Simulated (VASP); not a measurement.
# Bi (Fd-3m) in VASP: further runs

Bi is run at these levels: r2SCAN; tasks: single point.

Program: VASP 6.6.1. These are calculated values, not measurements. Logs are shortened: lines on timing, memory, paths and dates and some standing lists are left out, and cuts for length are marked.

### 1 The cell of the first run

The structure is cubic, space group Fd-3m (No. 227). The conventional cell has a = 7.237 Å, b = 7.237 Å, c = 7.237 Å, α = 90.00°, β = 90.00°, γ = 90.00°. Bi (site symmetry -43m) has 4 Bi at 3.13 Å within 4.1 Å.

This isn't the form of Bi at room conditions, which is rhombohedral.

### 2 Single point, r2SCAN

File POSCAR:

```
Bi
1.0
    0.0000000000      3.6182837686      3.6182837686
    3.6182837686      0.0000000000      3.6182837686
    3.6182837686      3.6182837686      0.0000000000
Bi
2
Direct
    0.1250000000      0.1250000000      0.1250000000
    0.8750000000      0.8750000000      0.8750000000
```

File INCAR.step1:

```
PREC = Accurate ; ENCUT = 550
ISMEAR = -1 ; SIGMA = 0.1
LREAL = False ; LASPH = True
NELM = 120 ; NBANDS = 22
GGA = PE ; ALGO = Normal
EDIFF = 1E-5 ; LWAVE = True
LCHARG = False ; GGA_COMPAT = False
```

File INCAR.step2:

```
PREC = Accurate ; ENCUT = 550
EDIFF = 1E-6 ; ISMEAR = -1
SIGMA = 0.1 ; LREAL = False
LASPH = True ; NELM = 120
ALGO = Normal ; ISIF = 2
LWAVE = False ; LCHARG = False
METAGGA = R2SCAN ; LMIXTAU = True
NBANDS = 22 ; ISTART = 1
GGA_COMPAT = False
```

File KPOINTS:

```
regular mesh
0
Gamma
  8 8 8
```

Potentials or basis: VASP PAW PBE potentials, release 64 (Bi_d).

On the command line:

```
$ cat potpaw_PBE.64/Bi_d/POTCAR > POTCAR
$ cp INCAR.step1 INCAR
$ mpirun -np 1 vasp_std > vasp.out
$ cp INCAR.step2 INCAR
$ mpirun -np 1 vasp_std > vasp.out
```

OUTCAR:

```text
PREC = Accurate
   ENCUT = 550
   EDIFF = 1E-6
   ISMEAR = -1
   LREAL = False
   LASPH = True
   NELM = 120
   ISIF = 2
   METAGGA = R2SCAN
   ISTART = 1

 ion  position               nearest neighbor table
   1  0.125  0.125  0.125-   2 3.13   2 3.13   2 3.13   2 3.13
   2  0.875  0.875  0.875-   1 3.13   1 3.13   1 3.13   1 3.13

  LATTYP: Found a face centered cubic cell.
 ALAT       =     7.2365675372

  Lattice vectors:

 A1 = (   0.0000000000,   3.6182837686,   3.6182837686)
 A2 = (   3.6182837686,   0.0000000000,   3.6182837686)
 A3 = (   3.6182837686,   3.6182837686,   0.0000000000)

Analysis of symmetry for initial positions (statically):
=====================================================================
 Subroutine PRICEL returns:
 Original cell was already a primitive cell.

 Routine SETGRP: Setting up the symmetry group for a
 face centered cubic supercell.

 Subroutine GETGRP returns: Found 48 space group operations
 (whereof 12 operations were pure point group operations)
 out of a pool of 48 trial point group operations.

The static configuration has the point symmetry D_3d.
 The point group associated with its full space group is O_h .

Analysis of symmetry for dynamics (positions and initial velocities):
=====================================================================
 Subroutine PRICEL returns:
 Original cell was already a primitive cell.

 Routine SETGRP: Setting up the symmetry group for a
 face centered cubic supercell.

 Subroutine GETGRP returns: Found 48 space group operations
 (whereof 12 operations were pure point group operations)
 out of a pool of 48 trial point group operations.

The dynamic configuration has the point symmetry D_3d.
 The point group associated with its full space group is O_h .

 Subroutine INISYM returns: Found 48 space group operations
 (whereof 12 operations are pure point group operations),
 and found     1 'primitive' translations

----------------------------------------------------------------------------------------

                                     Primitive cell

  volume of cell :      94.7410

[... 78 lines left out ...]
 SYSTEM =  unknown system
   PREC   = accura    normal or accurate (medium, high low for compatibility)
   ISTART =      1    job   : 0-new  1-cont  2-samecut
   ICHARG =      0    charge: 1-file 2-atom 10-const
   ISPIN  =      1    spin polarized calculation?
   LNONCOLLINEAR =      F non collinear calculations
   LSORBIT =      F    spin-orbit coupling
   LASPH  =      T    aspherical Exc in radial PAW
   ENCUT  =  550.0 eV  40.42 Ry    6.36 a.u.   9.78  9.78  9.78*2*pi/ulx,y,z
   NELM   =    120;   NELMIN=  2; NELMDL=  0     # of ELM steps
   EDIFF  = 0.1E-05   stopping-criterion for ELM
   LREAL  =      F    real-space projection
   EDIFFG = 0.1E-04   stopping-criterion for IOM
   NSW    =      0    number of steps for IOM
   IBRION =     -1    ionic relax: 0-MD 1-quasi-New 2-CG
   NFREE  =      0    steps in history (QN), initial steepest desc. (CG)
   ISIF   =      2    stress and relaxation
   ISYM   =      2    0-nonsym 1-usesym 2-fastsym
   POTIM  = 0.5000    time-step for ionic-motion
   TEBEG  =    0.0;   TEEND  =   0.0 temperature during run
   PSTRESS=    0.0 pullay stress
   NELECT =      30.0000    total number of electrons
   NUPDOWN=      -1.0000    fix difference up-down
   EMIN   =  10.00;   EMAX   =-10.00  energy-range for DOS
   EFERMI =   0.00;   METHOD = LEGACY
   ISMEAR =    -1;   SIGMA  =   0.10  broadening in eV -4-tet -1-fermi 0-gaus
   EFERMI_NEDOS =   21; number of points for ismear=-14 and -15
   IALGO  =     38    algorithm
   IMIX   =      4    mixing-type and parameters
     AMIX     =   0.40;   BMIX     =  1.00
     AMIX_MAG =   1.60;   BMIX_MAG =  1.00
  volume/ion in A,a.u.               =      47.37       319.67
  Fermi-wavevector in a.u.,A,eV,Ry     =   1.115842  2.108635 16.940654  1.245103
  Thomas-Fermi vector in A             =   2.252450
   LORBIT       =      0    0 simple, 1 ext, 2 COOP (PROOUT), +10 PAW based schemes
   METAGGA = R2SCAN    functional components
   LHFCALC =     F    Hartree Fock is set to
   AEXX    =    0.0000 exact exchange contribution
   IVDW    =     0    specifies the selected vdW correction
   LEPSILON=     F    determine dielectric tensor
   LRPA    =     F    only Hartree local field effects (RPA)
 non-spin polarized calculation
  energy-cutoff  :      550.00
  volume of cell :       94.74
 maximum number of plane-waves:      2797
   NGX = 19   NGY = 19   NGZ = 19

 number of electron      29.9999990 magnetization

 Free energy of the ion-electron system (eV)
  ---------------------------------------------------
  ext. energy  EPLUGINS =         0.00000000
  ---------------------------------------------------
  free energy    TOTEN  =      -116.52440976 eV

  energy without entropy =     -116.48677783  energy(sigma->0) =     -116.50559380

 E-fermi :   3.6178     XC(G=0):  -8.5558

 val. band max:        3.5454516370   @ k =   0.2500   0.2500   0.0000
 cond. band min:       3.6817174941   @ k =  -0.3750   0.5000   0.1250
 fundamental gap:      0.1362658571
 Fermi energy:         3.6178376613

 k-point     1 :       0.0000    0.0000    0.0000
  band No.  band energies     occupation
      1     -19.9068      2.00000
      2     -19.9068      2.00000
      3     -19.9068      2.00000
      4     -19.8604      2.00000
      5     -19.8604      2.00000
      6     -19.6734      2.00000
[... 589 lines left out ...]
     21      11.1531      0.00000
     22      11.4790      0.00000

 [... further k-points ...]

------------------------ aborting loop because EDIFF is reached ----------------------------------------

  FORCE on cell =-STRESS in cart. coord.  units (eV):
  Direction    XX          YY          ZZ          XY          YZ          ZX
  --------------------------------------------------------------------------------------
  -------------------------------------------------------------------------------------
  Total       -0.0077568     -0.0077568     -0.0077568      0.0000000      0.0000000      0.0000000
  in kB       -0.1311768     -0.1311768     -0.1311768      0.0000000      0.0000000      0.0000000
  external PRESSURE =      -0.1311768 kB  Pullay stress =       0.0000000 kB

 VOLUME and BASIS-vectors are now :
 -----------------------------------------------------------------------------
  energy-cutoff  :      550.00
  volume of cell :       94.74
      direct lattice vectors                 reciprocal lattice vectors
     0.000000000  3.618283769  3.618283769    -0.138187061  0.138187061  0.138187061
     3.618283769  0.000000000  3.618283769     0.138187061 -0.138187061  0.138187061
     3.618283769  3.618283769  0.000000000     0.138187061  0.138187061 -0.138187061

 POSITION                                       TOTAL-FORCE (eV/Angst)
 -----------------------------------------------------------------------------------
      0.90457      0.90457      0.90457         0.000000     -0.000000     -0.000000
      6.33200      6.33200      6.33200        -0.000000      0.000000      0.000000
 -----------------------------------------------------------------------------------
    total drift:                                0.000000      0.000000     -0.000000

  FREE ENERGIE OF THE ION-ELECTRON SYSTEM (eV)
  ---------------------------------------------------
  free  energy   TOTEN  =      -116.5244097632 eV

  energy  without entropy=     -116.4867778348  energy(sigma->0) =     -116.50559380
```

OUTCAR.step1:

```text
PREC = Accurate
   ENCUT = 550
   ISMEAR = -1
   LREAL = False
   LASPH = True
[... 822 lines left out ...]
      0.90457      0.90457      0.90457        -0.000000     -0.000000     -0.000000
      6.33200      6.33200      6.33200         0.000000      0.000000      0.000000
 -----------------------------------------------------------------------------------
    total drift:                                0.000000      0.000000     -0.000000

  FREE ENERGIE OF THE ION-ELECTRON SYSTEM (eV)
  ---------------------------------------------------
  free  energy   TOTEN  =        -7.3939777119 eV

  energy  without entropy=       -7.3539573933  energy(sigma->0) =       -7.37396755
```

It took 1.7 min on 1 thread of Intel Xeon 6975P-C (Granite Rapids), shared host; peak memory 0.27 GiB.

What came out:

```
Free energy            : -116.5244 eV
Pressure               : 0.0 GPa
Band gap on the k mesh : zero (bands 15 and 16 overlap by 1.05 eV)
```

Levels at points of the mesh, in eV from the Fermi level:
| k point | band 11 | band 12 | band 13 | band 14 | band 15 | band 16 | band 17 | band 18 | band 19 | band 20 |
| --- | --- | --- | --- | --- | --- | --- | --- | --- | --- | --- |
| (0.00, 0.00, 0.00) | -13.08 | -7.97 | -1.46 | -1.46 | -1.46 | 0.90 | 0.90 | 0.90 | 3.55 | 7.34 |
| (0.50, 0.00, 0.00) | -12.11 | -9.88 | -2.48 | -2.29 | -2.29 | 2.00 | 2.00 | 4.06 | 5.37 | 6.56 |
| (0.50, 0.50, 0.00) | -11.08 | -11.08 | -3.16 | -3.16 | -0.40 | -0.40 | 4.55 | 4.55 | 6.32 | 6.32 |

Caveat: the PAW data sets were made with another functional, which shifts forces and pressure a little; spin-orbit coupling is left out, which moves the levels of the heavy elements.

### 3 Single point, r2SCAN (41.69 Å³/atom)

This run uses another cell than the first one, of 41.69 Å³/atom.

File POSCAR:

```
Bi
1.0
    0.0000000000      3.4673433394      3.4673433394
    3.4673433394      0.0000000000      3.4673433394
    3.4673433394      3.4673433394      0.0000000000
Bi
2
Direct
    0.1250000000      0.1250000000      0.1250000000
    0.8750000000      0.8750000000      0.8750000000
```

File INCAR.step1:

```
SYSTEM = Bi
PREC = Accurate ; ENCUT = 550
ISMEAR = -1 ; SIGMA = 0.1
LREAL = .False. ; LASPH = .True.
NELM = 120 ; NBANDS = 22
GGA = PE ; ALGO = Normal
EDIFF = 1E-5 ; LWAVE = .True.
LCHARG = .False. ; GGA_COMPAT = .False.
```

File INCAR.step2:

```
SYSTEM = Bi
PREC = Accurate ; ENCUT = 550
EDIFF = 1E-6 ; ISMEAR = -1
SIGMA = 0.1 ; LREAL = .False.
LASPH = .True. ; NELM = 120
ALGO = Normal ; ISIF = 2
LWAVE = .False. ; LCHARG = .False.
METAGGA = R2SCAN ; LMIXTAU = .True.
NBANDS = 22 ; ISTART = 1
GGA_COMPAT = .False.
```

File KPOINTS:

```
regular mesh
0
Gamma
  9 9 9
  0 0 0
```

Potentials or basis: VASP PAW PBE potentials, release 64 (Bi_d).

On the command line:

```
$ cat potpaw_PBE.64/Bi_d/POTCAR > POTCAR
$ cp INCAR.step1 INCAR
$ mpirun -np 1 vasp_std > vasp.out
$ cp INCAR.step2 INCAR
$ mpirun -np 1 vasp_std > vasp.out
```

Wall time 2.1 min (1 thread of Intel Xeon 6975P-C (Granite Rapids), shared host); peak memory 0.27 GiB.

It converged, with:

| Item | Value |
| --- | --- |
| Free energy | -116.3587 eV |
| Pressure | 5.3 GPa |
| Band gap on the k mesh | zero (bands 15 and 16 overlap by 0.87 eV) |

Levels at points of the mesh, in eV from the Fermi level:
| k point | band 11 | band 12 | band 13 | band 14 | band 15 | band 16 | band 17 | band 18 | band 19 | band 20 |
| --- | --- | --- | --- | --- | --- | --- | --- | --- | --- | --- |
| (0.00, 0.00, 0.00) | -13.83 | -7.43 | -1.60 | -1.60 | -1.60 | 0.88 | 0.88 | 0.88 | 3.57 | 7.58 |

Caveat: the cell stands under pressure; the PAW data sets were made with another functional, which shifts forces and pressure a little; spin-orbit coupling is left out, which moves the levels of the heavy elements.

The gap in the log of VASP goes by the Fermi energy; the results here count the filled bands.